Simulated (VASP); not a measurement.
# KCl (Fmmm) in VASP: further runs

Runs on KCl. Level: PBEsol. Tasks: single point.

All numbers are computed with VASP 6.6.1; they aren't measurements. Logs are shortened: lines on timing, memory, paths and dates and some standing lists are left out, and cuts for length are marked.

## (1) The cell of the first run

The structure is orthorhombic, space group Fmmm (No. 69). The conventional cell has a = 5.933 Å, b = 6.312 Å, c = 6.691 Å, α = 90.00°, β = 90.00°, γ = 90.00°. Within 3.9 Å of K (site symmetry mmm) lie 6 Cl at 2.97 to 3.35 Å. Within 3.9 Å of Cl (site symmetry mmm) lie 6 K at 2.97 to 3.35 Å.

## (2) Single point, PBEsol (strain -0.0600 x Voigt [1, -1, 0, 0, 0, 0])

Input file INCAR:

```
SYSTEM = KCl
PREC = Accurate ; ENCUT = 520
EDIFF = 1E-7 ; ISMEAR = 0
SIGMA = 0.05 ; LREAL = .False.
LASPH = .True. ; NELM = 60
ALGO = Normal ; ISIF = 2
LWAVE = .False. ; LCHARG = .False.
GGA = PS ; NBANDS = 15
```

Input file KPOINTS:

```
regular mesh
0
Gamma
  6 6 6
  0 0 0
```

Input file POSCAR:

```
KCl
1.0
    0.0000000000      3.3454660000      3.1561000000
    2.9667340000      0.0000000000      3.1561000000
    2.9667340000      3.3454660000      0.0000000000
K Cl
1 1
Direct
    0.0000000000      0.0000000000      0.0000000000
    0.5000000000      0.5000000000      0.5000000000
```

Potentials or basis: VASP PAW PBE potentials, release 64 (K_sv, Cl).

Launch:

```bash
$ cat potpaw_PBE.64/K_sv/POTCAR potpaw_PBE.64/Cl/POTCAR > POTCAR
$ mpirun -np 1 vasp_std > vasp.out
```

OUTCAR:

```text
SYSTEM = KCl
   PREC = Accurate
   ENCUT = 520
   EDIFF = 1E-7
   ISMEAR = 0
   LREAL = .False.
   LASPH = .True.
   NELM = 60
   ISIF = 2
   GGA = PS

 ion  position               nearest neighbor table
   1  0.000  0.000  0.000-   2 2.97   2 2.97   2 3.16   2 3.16
   2  0.500  0.500  0.500-   1 2.97   1 2.97   1 3.16   1 3.16

  LATTYP: Found a face centered orthorhombic cell.
 ALAT       =     5.9334680000
 B/A-ratio  =     1.0638297872
 C/A-ratio  =     1.1276595745

  Lattice vectors:

 A1 = (   0.0000000000,   3.3454660000,  -3.1561000000)
 A2 = (   2.9667340000,   3.3454660000,   0.0000000000)
 A3 = (   2.9667340000,   0.0000000000,  -3.1561000000)

Analysis of symmetry for initial positions (statically):
=====================================================================
 Subroutine PRICEL returns:
 Original cell was already a primitive cell.

 Routine SETGRP: Setting up the symmetry group for a
 face centered orthorhombic supercell.

 Subroutine GETGRP returns: Found  8 space group operations
 (whereof  8 operations were pure point group operations)
 out of a pool of  8 trial point group operations.

The static configuration has the point symmetry D_2h.

Analysis of symmetry for dynamics (positions and initial velocities):
=====================================================================
 Subroutine PRICEL returns:
 Original cell was already a primitive cell.

 Routine SETGRP: Setting up the symmetry group for a
 face centered orthorhombic supercell.

 Subroutine GETGRP returns: Found  8 space group operations
 (whereof  8 operations were pure point group operations)
 out of a pool of  8 trial point group operations.

The dynamic configuration has the point symmetry D_2h.

 Subroutine INISYM returns: Found  8 space group operations
 (whereof  8 operations are pure point group operations),
 and found     1 'primitive' translations

----------------------------------------------------------------------------------------

                                     Primitive cell

  volume of cell :      62.6493

  direct lattice vectors                    reciprocal lattice vectors
     0.000000000  3.345466000  3.156100000    -0.168535501  0.149456010  0.158423371
     2.966734000  0.000000000  3.156100000     0.168535501 -0.149456010  0.158423371
     2.966734000  3.345466000  0.000000000     0.168535501  0.149456010 -0.158423371

  length of vectors
     4.599251022  4.331567596  4.471426325     0.275389321  0.275389321  0.275389321

  position of ions in fractional coordinates (direct lattice)
     0.000000000  0.000000000  0.000000000
     0.500000000  0.500000000  0.500000000

  ion indices of the primitive-cell ions
   primitive index   ion index
                 1           1
                 2           2

----------------------------------------------------------------------------------------

 KPOINTS: regular mesh

Automatic generation of k-mesh.
 Grid dimensions read from file:
 generate k-points for:    6    6    6

 Generating k-lattice:

  Cartesian coordinates                     Fractional coordinates (reciprocal lattice)
    -0.028089250  0.024909335  0.026403895     0.166666667  0.000000000  0.000000000
     0.028089250 -0.024909335  0.026403895     0.000000000  0.166666667  0.000000000
     0.028089250  0.024909335 -0.026403895     0.000000000  0.000000000  0.166666667

  Length of vectors
     0.045898220  0.045898220  0.045898220

  Shift w.r.t. Gamma in fractional coordinates (k-lattice)
     0.000000000  0.000000000  0.000000000

 Subroutine IBZKPT returns following result:
 ===========================================

 Found     46 irreducible k-points:

 Following reciprocal coordinates:
            Coordinates               Weight
  0.000000  0.000000  0.000000      1.000000
  0.166667  0.000000  0.000000      8.000000
  0.333333 -0.000000  0.000000      8.000000
  0.500000  0.000000  0.000000      4.000000
  0.166667  0.166667  0.000000      2.000000
  0.333333  0.166667 -0.000000      8.000000
[... 16 lines left out ...]
 -0.166667  0.166667  0.166667      8.000000
  0.500000  0.333333  0.166667      4.000000
 [... further k-points ...]
   k-points           NKPTS =     46   k-points in BZ     NKDIM =     46   number of bands    NBANDS=     15
   number of dos      NEDOS =    301   number of ions     NIONS =      2
   total plane-waves  NPLWV =  41472
   dimension x,y,z NGX =    36 NGY =   32 NGZ =   36
   dimension x,y,z NGXF=    72 NGYF=   64 NGZF=   72
   ions per type =               1   1
   NGX,Y,Z   is equivalent  to a cutoff of  13.01, 12.28, 13.38 a.u.
   NGXF,Y,Z  is equivalent  to a cutoff of  26.03, 24.56, 26.77 a.u.
 SYSTEM =  KCl
   PREC   = accura    normal or accurate (medium, high low for compatibility)
   ISTART =      0    job   : 0-new  1-cont  2-samecut
   ICHARG =      2    charge: 1-file 2-atom 10-const
   ISPIN  =      1    spin polarized calculation?
   LNONCOLLINEAR =      F non collinear calculations
   LSORBIT =      F    spin-orbit coupling
   LASPH  =      T    aspherical Exc in radial PAW
   ENCUT  =  520.0 eV  38.22 Ry    6.18 a.u.   8.55  8.05  8.31*2*pi/ulx,y,z
   NELM   =     60;   NELMIN=  2; NELMDL= -5     # of ELM steps
   EDIFF  = 0.1E-06   stopping-criterion for ELM
   LREAL  =      F    real-space projection
   EDIFFG = 0.1E-05   stopping-criterion for IOM
   NSW    =      0    number of steps for IOM
   IBRION =     -1    ionic relax: 0-MD 1-quasi-New 2-CG
   NFREE  =      0    steps in history (QN), initial steepest desc. (CG)
   ISIF   =      2    stress and relaxation
   ISYM   =      2    0-nonsym 1-usesym 2-fastsym
   POTIM  = 0.5000    time-step for ionic-motion
   TEBEG  =    0.0;   TEEND  =   0.0 temperature during run
   PSTRESS=    0.0 pullay stress
   NELECT =      16.0000    total number of electrons
   NUPDOWN=      -1.0000    fix difference up-down
   EMIN   =  10.00;   EMAX   =-10.00  energy-range for DOS
   EFERMI =   0.00;   METHOD = LEGACY
   ISMEAR =     0;   SIGMA  =   0.05  broadening in eV -4-tet -1-fermi 0-gaus
   EFERMI_NEDOS =   21; number of points for ismear=-14 and -15
   IALGO  =     38    algorithm
   IMIX   =      4    mixing-type and parameters
     AMIX     =   0.40;   BMIX     =  1.00
     AMIX_MAG =   1.60;   BMIX_MAG =  1.00
  volume/ion in A,a.u.               =      31.32       211.39
  Fermi-wavevector in a.u.,A,eV,Ry     =   1.038667  1.962795 14.678350  1.078828
  Thomas-Fermi vector in A             =   2.173161
   LORBIT       =      0    0 simple, 1 ext, 2 COOP (PROOUT), +10 PAW based schemes
   GGA     = PS    functional components
   LHFCALC =     F    Hartree Fock is set to
   AEXX    =    0.0000 exact exchange contribution
   IVDW    =     0    specifies the selected vdW correction
   LEPSILON=     F    determine dielectric tensor
   LRPA    =     F    only Hartree local field effects (RPA)
 non-spin polarized calculation
 Gauss-broadening in eV      SIGMA  =   0.05
  energy-cutoff  :      520.00
  volume of cell :       62.65
 maximum number of plane-waves:      1705
 NGX is ok and might be reduce to    36
   NGX = 17   NGY = 17   NGZ = 17

 number of electron      16.0000000 magnetization

 Free energy of the ion-electron system (eV)
  ---------------------------------------------------
  ext. energy  EPLUGINS =         0.00000000
  ---------------------------------------------------
  free energy    TOTEN  =        -6.97410093 eV

  energy without entropy =       -6.97410093  energy(sigma->0) =       -6.97410093

 E-fermi :  -1.6554     XC(G=0):  -7.6781

 val. band max:       -1.8720186970   @ k =   0.0000   0.0000   0.0000
 cond. band min:       3.0492267172   @ k =   0.0000   0.0000   0.0000
 fundamental gap:      4.9212454142
 Fermi energy:        -1.6553649560

 k-point     1 :       0.0000    0.0000    0.0000
  band No.  band energies     occupation
      1     -28.9566      2.00000
      2     -14.0250      2.00000
      3     -12.5006      2.00000
      4     -12.4936      2.00000
      5     -12.4808      2.00000
      6      -1.9620      2.00000
      7      -1.9326      2.00000
      8      -1.8720      2.00000
      9       3.0492      0.00000
     10       6.0082      0.00000
     11       6.3891      0.00000
     12       6.7969      0.00000
     13       7.0311      0.00000
     14       7.5452      0.00000
     15      10.8740      0.00000

 k-point     2 :       0.1667    0.0000    0.0000
  band No.  band energies     occupation
      1     -28.9537      2.00000
      2     -14.0878      2.00000
      3     -12.4999      2.00000
      4     -12.4868      2.00000
      5     -12.4112      2.00000
      6      -2.2479      2.00000
      7      -2.0356      2.00000
      8      -1.9973      2.00000
      9       3.6759      0.00000
     10       6.1325      0.00000
     11       6.5808      0.00000
     12       6.9705      0.00000
     13       7.3921      0.00000
     14       7.9673      0.00000
     15      11.7855      0.00000

 k-point     3 :       0.3333   -0.0000    0.0000
  band No.  band energies     occupation
      1     -28.9480      2.00000
      2     -14.1984      2.00000
      3     -12.5121      2.00000
      4     -12.4872      2.00000
      5     -12.2582      2.00000
      6      -2.7871      2.00000
      7      -2.1964      2.00000
      8      -2.1860      2.00000
      9       4.8985      0.00000
     10       6.2233      0.00000
     11       7.5217      0.00000
     12       7.8248      0.00000
     13       8.2929      0.00000
     14       9.0269      0.00000
     15      10.5503      0.00000

 k-point     4 :       0.5000    0.0000    0.0000
  band No.  band energies     occupation
      1     -28.9452      2.00000
      2     -14.2481      2.00000
      3     -12.5185      2.00000
      4     -12.4875      2.00000
      5     -12.1863      2.00000
      6      -3.0208      2.00000
      7      -2.2753      2.00000
      8      -2.2715      2.00000
      9       5.4707      0.00000
     10       6.4977      0.00000
     11       8.4928      0.00000
     12       8.6568      0.00000
     13       8.9700      0.00000
     14       9.5961      0.00000
     15       9.8852      0.00000
[... 307 lines left out ...]
 k-point    22 :      -0.3333    0.1667    0.1667
  band No.  band energies     occupation
      1     -28.9437      2.00000
      2     -14.1784      2.00000
      3     -12.5285      2.00000
      4     -12.5149      2.00000
      5     -12.2823      2.00000
      6      -2.8614      2.00000
      7      -2.3015      2.00000
      8      -2.2598      2.00000
      9       5.5051      0.00000
     10       6.1817      0.00000
     11       8.5436      0.00000
     12       8.5532      0.00000
     13       8.7392      0.00000
     14       9.2016      0.00000
     15       9.8879      0.00000

 k-point    23 :      -0.1667    0.1667    0.1667
  band No.  band energies     occupation
      1     -28.9469      2.00000
      2     -14.1864      2.00000
      3     -12.5213      2.00000
      4     -12.5140      2.00000
      5     -12.2539      2.00000
      6      -2.7298      2.00000
      7      -2.1914      2.00000
      8      -2.1603      2.00000
      9       4.7581      0.00000
     10       5.5520      0.00000
     11       7.8370      0.00000
     12       7.9329      0.00000
     13       8.1046      0.00000
     14       9.2892      0.00000
     15      10.9639      0.00000

 k-point    24 :       0.5000    0.3333    0.1667
  band No.  band energies     occupation
      1     -28.9441      2.00000
      2     -14.0413      2.00000
      3     -12.5782      2.00000
      4     -12.5239      2.00000
      5     -12.4401      2.00000
      6      -2.6673      2.00000
      7      -2.2144      2.00000
      8      -2.1707      2.00000
      9       5.4449      0.00000
     10       5.6715      0.00000
     11       7.9472      0.00000
     12       8.4185      0.00000
     13       8.5074      0.00000
     14       8.8412      0.00000
     15       9.7923      0.00000

 [... further k-points ...]
[... 5 lines left out ...]
  --------------------------------------------------------------------------------------
  -------------------------------------------------------------------------------------
  Total        0.9688452     -0.6542372     -0.1732858      0.0000000      0.0000000     -0.0000000
  in kB       24.7770168    -16.7313056     -4.4315693      0.0000000      0.0000000     -0.0000000
  external PRESSURE =       1.2047140 kB  Pullay stress =       0.0000000 kB

 VOLUME and BASIS-vectors are now :
 -----------------------------------------------------------------------------
  energy-cutoff  :      520.00
  volume of cell :       62.65
      direct lattice vectors                 reciprocal lattice vectors
     0.000000000  3.345466000  3.156100000    -0.168535501  0.149456010  0.158423371
     2.966734000  0.000000000  3.156100000     0.168535501 -0.149456010  0.158423371
     2.966734000  3.345466000  0.000000000     0.168535501  0.149456010 -0.158423371

 POSITION                                       TOTAL-FORCE (eV/Angst)
 -----------------------------------------------------------------------------------
      0.00000      0.00000      0.00000         0.000000      0.000000      0.000000
      2.96673      3.34547      3.15610        -0.000000     -0.000000      0.000000
 -----------------------------------------------------------------------------------
    total drift:                                0.000000      0.000000      0.000000

  FREE ENERGIE OF THE ION-ELECTRON SYSTEM (eV)
  ---------------------------------------------------
  free  energy   TOTEN  =        -6.9741009346 eV

  energy  without entropy=       -6.9741009346  energy(sigma->0) =       -6.97410093
```

Run time: 18 s. Hardware: 1 thread of Intel Xeon 6975P-C (Granite Rapids), shared host; peak memory 0.2 GiB.

What came out:

```
Free energy            : -6.9741 eV
Pressure               : 0.1 GPa
Band gap on the k mesh : 4.92 eV, direct
```

Caveat: the cell differs from its parent crystal (strain -0.0600 x Voigt [1, -1, 0, 0, 0, 0]); the PAW data sets were made with another functional, which shifts forces and pressure a little.

(Part 1 of 2 ends here.)
